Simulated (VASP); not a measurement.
# Co in VASP: single point with PBEsol

Aim: the single point of Co with PBEsol.

Everything below comes from runs of VASP 6.6.1. Logs are shortened: lines on timing, memory, paths and dates and some standing lists are left out, and cuts for length are marked.

## 1. The cell of the first run

The cell holds a slab with vacuum, 12 atoms: a = 5.020 Å, b = 5.020 Å, c = 16.071 Å, α = 90.00°, β = 90.00°, γ = 60.00°.

## 2. Single point, PBEsol, collinear spin, ferromagnetic start

Contents of INCAR:

```
SYSTEM = Co
PREC     = Accurate       ! precision mode
ENCUT    = 520            ! plane-wave cutoff, eV
EDIFF    = 1E-6           ! SCF threshold, eV
ISMEAR   = -1             ! smearing method
SIGMA    = 0.1            ! smearing width, eV
LREAL    = .False.        ! projectors in reciprocal space
LASPH    = .True.         ! aspherical terms in the spheres
NELM     = 200            ! most SCF steps
ALGO     = Normal         ! electronic algorithm
ISIF     = 2              ! what is computed and relaxed
LWAVE    = .False.        ! write WAVECAR
LCHARG   = .False.        ! write CHGCAR
ISPIN    = 2              ! spin polarisation
MAGMOM   = 1.78 1.78 1.78 1.78 1.74 1.74 1.74 1.74 1.78 1.78 1.78 1.78 ! initial moments
LORBIT   = 11             ! projections on sites
LMAXMIX  = 4              ! l up to which the mixer works
GGA      = PS             ! functional
NBANDS   = 70             ! bands
GGA_COMPAT= .False.      
NELMDL   = -8
```

Contents of KPOINTS:

```
Automatic mesh
0
Gamma
  3 3 1
  0 0 0
```

Contents of POSCAR:

```
Co
1.0
    5.0200000000      0.0000000000      0.0000000000
    2.5100000000      4.3474480000      0.0000000000
    0.0000000000      0.0000000000     16.0712200000
Co
12
Direct
    0.0000000000      0.0000000000      0.0622230297
    0.5000000000      0.0000000000      0.0622230297
    0.0000027602      0.4999944795      0.0622230297
    0.5000027602      0.4999944795      0.0622230297
   -0.1313578382      0.3319188637      0.1852379595
    0.3573169513      0.3395095237      0.1847526199
   -0.1964438757      0.8814136477      0.1829543743
    0.3340391998      0.8327184132      0.1819525836
   -0.0051329419      0.0259232543      0.3027523735
    0.5099102171      0.0169524742      0.3191170303
    0.0273970442      0.5330943579      0.3052848508
    0.5371989471      0.5301040979      0.3096591298
```

Potentials or basis: VASP PAW PBE potentials, release 64 (Co).

On the command line:

```sh
$ cat potpaw_PBE.64/Co/POTCAR > POTCAR
$ mpirun -np 1 vasp_std > vasp.out
```

OUTCAR:

```text
SYSTEM = Co
   PREC = Accurate
   ENCUT = 520
   EDIFF = 1E-6
   ISMEAR = -1
   LREAL = .False.
   LASPH = .True.
   NELM = 200
   ISIF = 2
   ISPIN = 2
   LORBIT = 11
   GGA = PS
   NELMDL = -8

 ion  position               nearest neighbor table
   1  0.000  0.000  0.062-   7 2.38   8 2.41   5 2.45   3 2.51   4 2.51   2 2.51   2 2.51   4 2.51
                             3 2.51
   2  0.500  0.000  0.062-   7 2.35   8 2.41   6 2.46   4 2.51   3 2.51   1 2.51   1 2.51   3 2.51
                             4 2.51
   3  0.000  0.500  0.062-   5 2.37   6 2.51   1 2.51   2 2.51   4 2.51   4 2.51   2 2.51   1 2.51
                             7 2.55
   4  0.500  0.500  0.062-   6 2.37   8 2.41   2 2.51   1 2.51   3 2.51   3 2.51   1 2.51   2 2.51
                             5 2.55
   5  0.869  0.332  0.185-   9 2.31   3 2.37   8 2.43   7 2.44   1 2.45  12 2.47   6 2.47  11 2.49
                             4 2.55   6 2.55   8 2.60   7 2.61
   6  0.357  0.340  0.185-   7 2.27   4 2.37  11 2.41   8 2.42   2 2.46   5 2.47   3 2.51   5 2.55
                            12 2.57  10 2.58   8 2.60   7 2.75
   7  0.804  0.881  0.183-   6 2.27   2 2.35   1 2.38   9 2.42   5 2.44   8 2.49  11 2.49  10 2.53
                             8 2.55   3 2.55   5 2.61   6 2.75
   8  0.334  0.833  0.182-   4 2.41   2 2.41   1 2.41   6 2.42   5 2.43   9 2.44  12 2.45   7 2.49
                             7 2.55   5 2.60   6 2.60  10 2.70
   9  0.995  0.026  0.303-   5 2.31  11 2.40   7 2.42  12 2.43   8 2.44  10 2.47  10 2.58  12 2.62
                            11 2.63
  10  0.510  0.017  0.319-  12 2.38   9 2.47  11 2.52  11 2.53   7 2.53   6 2.58   9 2.58  12 2.65
                             8 2.70
  11  0.027  0.533  0.305-   9 2.40   6 2.41  12 2.47   5 2.49   7 2.49  10 2.52  10 2.53  12 2.55
                             9 2.63
  12  0.537  0.530  0.310-  10 2.38   9 2.43   8 2.45  11 2.47   5 2.47  11 2.55   6 2.57   9 2.62
                            10 2.65

  LATTYP: Found a hexagonal cell.
 ALAT       =     5.0200004096
 C/A-ratio  =     3.2014379858

  Lattice vectors:

 A1 = (  -2.5100000000,  -4.3474480000,   0.0000000000)
 A2 = (   5.0200000000,   0.0000000000,   0.0000000000)
 A3 = (   0.0000000000,   0.0000000000,  16.0712200000)

Analysis of symmetry for initial positions (statically):
=====================================================================
 Subroutine PRICEL returns:
 Original cell was already a primitive cell.

 Routine SETGRP: Setting up the symmetry group for a
 hexagonal supercell.

 Subroutine GETGRP returns: Found  1 space group operations
 (whereof  1 operations were pure point group operations)
 out of a pool of 24 trial point group operations.

The static configuration has the point symmetry C_1 .

Analysis of symmetry for dynamics (positions and initial velocities):
=====================================================================
 Subroutine PRICEL returns:
 Original cell was already a primitive cell.

 Routine SETGRP: Setting up the symmetry group for a
 hexagonal supercell.

 Subroutine GETGRP returns: Found  1 space group operations
 (whereof  1 operations were pure point group operations)
 out of a pool of 24 trial point group operations.

The dynamic configuration has the point symmetry C_1 .

Analysis of structural, dynamic, and magnetic symmetry:
=====================================================================
 Subroutine PRICEL returns:
 Original cell was already a primitive cell.

 Routine SETGRP: Setting up the symmetry group for a
 hexagonal supercell.

 Subroutine GETGRP returns: Found  1 space group operations
 (whereof  1 operations were pure point group operations)
 out of a pool of 24 trial point group operations.

The overall configuration has the point symmetry C_1 .

 Subroutine INISYM returns: Found  1 space group operations
 (whereof  1 operations are pure point group operations),
 and found     1 'primitive' translations

----------------------------------------------------------------------------------------

                                     Primitive cell

  volume of cell :     350.7413

  direct lattice vectors                    reciprocal lattice vectors
     5.020000000  0.000000000  0.000000000     0.199203187 -0.115010001  0.000000000
     2.510000000  4.347448000  0.000000000     0.000000000  0.230020003  0.000000000
     0.000000000  0.000000000 16.071220000     0.000000000  0.000000000  0.062223030

  length of vectors
[... 85 lines left out ...]
   NSW    =      0    number of steps for IOM
   IBRION =     -1    ionic relax: 0-MD 1-quasi-New 2-CG
   NFREE  =      0    steps in history (QN), initial steepest desc. (CG)
   ISIF   =      2    stress and relaxation
   ISYM   =      2    0-nonsym 1-usesym 2-fastsym
   POTIM  = 0.5000    time-step for ionic-motion
   TEBEG  =    0.0;   TEEND  =   0.0 temperature during run
   PSTRESS=    0.0 pullay stress
   NELECT =     108.0000    total number of electrons
   NUPDOWN=      -1.0000    fix difference up-down
   EMIN   =  10.00;   EMAX   =-10.00  energy-range for DOS
   EFERMI =   0.00;   METHOD = LEGACY
   ISMEAR =    -1;   SIGMA  =   0.10  broadening in eV -4-tet -1-fermi 0-gaus
   EFERMI_NEDOS =   21; number of points for ismear=-14 and -15
   IALGO  =     38    algorithm
   IMIX   =      4    mixing-type and parameters
     AMIX     =   0.40;   BMIX     =  1.00
     AMIX_MAG =   1.60;   BMIX_MAG =  1.00
  volume/ion in A,a.u.               =      29.23       197.24
  Fermi-wavevector in a.u.,A,eV,Ry     =   1.105487  2.089068 16.627710  1.222102
  Thomas-Fermi vector in A             =   2.241975
   LORBIT       =     11    0 simple, 1 ext, 2 COOP (PROOUT), +10 PAW based schemes
   GGA     = PS    functional components
   LHFCALC =     F    Hartree Fock is set to
   AEXX    =    0.0000 exact exchange contribution
   IVDW    =     0    specifies the selected vdW correction
   LEPSILON=     F    determine dielectric tensor
   LRPA    =     F    only Hartree local field effects (RPA)
 spin polarized calculation
  energy-cutoff  :      520.00
  volume of cell :      350.74
 maximum number of plane-waves:      9430
 NGX is ok and might be reduce to    40
   NGX = 19   NGY = 19   NGZ = 59

 number of electron     108.0000001 magnetization      20.7100942

 Free energy of the ion-electron system (eV)
  ---------------------------------------------------
  ext. energy  EPLUGINS =         0.00000000
  ---------------------------------------------------
  free energy    TOTEN  =       -85.55217095 eV

  energy without entropy =      -85.13279075  energy(sigma->0) =      -85.34248085

 E-fermi :   0.7278     XC(G=0):  -6.2440

 val. band max:        0.7123532009   @ k =   0.3333   0.3333   0.0000
 cond. band min:       0.7451237160   @ k =  -0.3333   0.3333   0.0000
 fundamental gap:      0.0327705151
 Fermi energy:         0.7278477972

 spin component 1

 k-point     1 :       0.0000    0.0000    0.0000
  band No.  band energies     occupation
      1      -7.5236      1.00000
      2      -5.4726      1.00000
      3      -4.4648      1.00000
      4      -4.2372      1.00000
      5      -4.1954      1.00000
      6      -4.1614      1.00000
[... 334 lines left out ...]
     65       0.3322      0.98123
     66       0.3854      0.96847
 Fermi energy:         0.7278477972

 spin component 2

 k-point     1 :       0.0000    0.0000    0.0000
  band No.  band energies     occupation
      1      -7.4388      1.00000
      2      -5.2718      1.00000
      3      -3.6638      1.00000
      4      -3.1910      1.00000
      5      -3.1603      1.00000
      6      -3.1254      1.00000
[... 334 lines left out ...]
     65       2.0205      0.00000
     66       2.0579      0.00000
 [bands above 66 left out]

------------------------ aborting loop because EDIFF is reached ----------------------------------------

  FORCE on cell =-STRESS in cart. coord.  units (eV):
  Direction    XX          YY          ZZ          XY          YZ          ZX
  --------------------------------------------------------------------------------------
  -------------------------------------------------------------------------------------
  Total      -16.0217594    -14.9520241     -5.1706847     -0.3970794     -0.9921812     -1.2196830
  in kB      -73.1869802    -68.3004572    -23.6195534     -1.8138485     -4.5322581     -5.5714802
  external PRESSURE =     -55.0356636 kB  Pullay stress =       0.0000000 kB

 VOLUME and BASIS-vectors are now :
 -----------------------------------------------------------------------------
  energy-cutoff  :      520.00
  volume of cell :      350.74
      direct lattice vectors                 reciprocal lattice vectors
     5.020000000  0.000000000  0.000000000     0.199203187 -0.115010001  0.000000000
     2.510000000  4.347448000  0.000000000     0.000000000  0.230020003  0.000000000
     0.000000000  0.000000000 16.071220000     0.000000000  0.000000000  0.062223030

 POSITION                                       TOTAL-FORCE (eV/Angst)
 -----------------------------------------------------------------------------------
      0.00000      0.00000      1.00000         0.050686      0.062609      0.144647
      2.51000      0.00000      1.00000        -0.100282      0.130511      0.063411
      1.25500      2.17370      1.00000         0.205674      0.172984      0.404452
      3.76500      2.17370      1.00000         0.180154     -0.041701      0.269697
      5.19370      1.44300      2.97700        -0.302697      0.811124     -0.263333
      2.64590      1.47600      2.96920        -0.527107      0.425057      0.248025
      6.24620      3.83190      2.94030         0.334949     -1.374453      0.317285
      3.76700      3.62020      2.92420         0.393137      0.053654      0.395679
      5.05930      0.11270      4.86560         0.461855     -0.110546      0.452885
      2.60230      0.07370      5.12860        -0.067403      0.334183     -1.233681
      1.47560      2.31760      4.90630        -0.088275     -0.300816     -0.254591
      4.02730      2.30460      4.97660        -0.540691     -0.162606     -0.544474
 -----------------------------------------------------------------------------------
    total drift:                                0.000549     -0.000446     -0.001410

  FREE ENERGIE OF THE ION-ELECTRON SYSTEM (eV)
  ---------------------------------------------------
  free  energy   TOTEN  =       -85.5521709527 eV

  energy  without entropy=      -85.1327907477  energy(sigma->0) =      -85.34248085

 total charge

# of ion       s       p       d       tot
------------------------------------------
    1        0.488   0.412   7.229   8.130
    2        0.490   0.413   7.234   8.138
    3        0.480   0.398   7.217   8.095
    4        0.485   0.407   7.225   8.117
    5        0.491   0.535   7.278   8.304
    6        0.486   0.521   7.268   8.275
    7        0.491   0.533   7.280   8.304
    8        0.481   0.519   7.269   8.269
    9        0.498   0.423   7.235   8.156
   10        0.460   0.363   7.195   8.019
   11        0.484   0.402   7.215   8.101
   12        0.480   0.394   7.213   8.088
--------------------------------------------------
tot          5.814   5.322  86.860  97.996

 magnetization (x)

# of ion       s       p       d       tot
------------------------------------------
    1       -0.006  -0.037   1.784   1.741
    2       -0.005  -0.036   1.768   1.727
    3       -0.004  -0.037   1.807   1.766
    4       -0.004  -0.037   1.791   1.750
    5       -0.020  -0.053   1.751   1.678
    6       -0.020  -0.050   1.789   1.719
    7       -0.020  -0.051   1.767   1.696
    8       -0.019  -0.050   1.765   1.696
    9       -0.006  -0.036   1.772   1.729
   10       -0.001  -0.034   1.865   1.829
   11       -0.004  -0.037   1.800   1.759
   12       -0.004  -0.037   1.809   1.769
--------------------------------------------------
tot         -0.114  -0.496  21.469  20.859
```

Run time: 40 min. Hardware: 1 thread of Intel Xeon 8259CL, shared host; peak memory 0.7 GiB.

What came out:

- Free energy: -85.5522 eV
- Largest force: 1.450 eV/Å
- Net moment: 20.71 μB per cell
- Site moments: Co +1.74, +1.73, +1.77, +1.75, +1.68, +1.72, +1.70, +1.83, +1.76 (each value once) μB
- Valence electrons inside the program's atomic spheres: Co 8.13, 8.14, 8.10, 8.12, 8.30, 8.28, 8.27, 8.16, 8.02, 8.09 (each value once)

Forces in eV/Å, atoms in the order of the input:
```
Co   0.051  0.063  0.145
Co  -0.100  0.131  0.063
Co   0.206  0.173  0.404
Co   0.180 -0.042  0.270
Co  -0.303  0.811 -0.263
Co  -0.527  0.425  0.248
Co   0.335 -1.374  0.317
Co   0.393  0.054  0.396
Co   0.462 -0.111  0.453
Co  -0.067  0.334 -1.234
Co  -0.088 -0.301 -0.255
Co  -0.541 -0.163 -0.544
```

Levels at points of the mesh, in eV from the Fermi level:
Spin up:
| k point | band 60 | band 61 | band 62 | band 63 | band 64 | band 65 | band 66 | band 67 | band 68 | band 69 |
| --- | --- | --- | --- | --- | --- | --- | --- | --- | --- | --- |
| (0.00, 0.00, 0.00) | -0.55 | -0.51 | -0.51 | -0.50 | 0.34 | 1.07 | 1.09 | 1.14 | 1.82 | 1.83 |
Spin down:
```csv
k point,band 41,band 42,band 43,band 44,band 45,band 46,band 47,band 48
"(0.00, 0.00, 0.00)",0.11,0.14,0.22,0.24,0.35,0.56,0.58,0.64
```

Caveat: the k points lie up to 0.48 Å⁻¹ apart; the PAW data sets were made with another functional, which shifts forces and pressure a little.
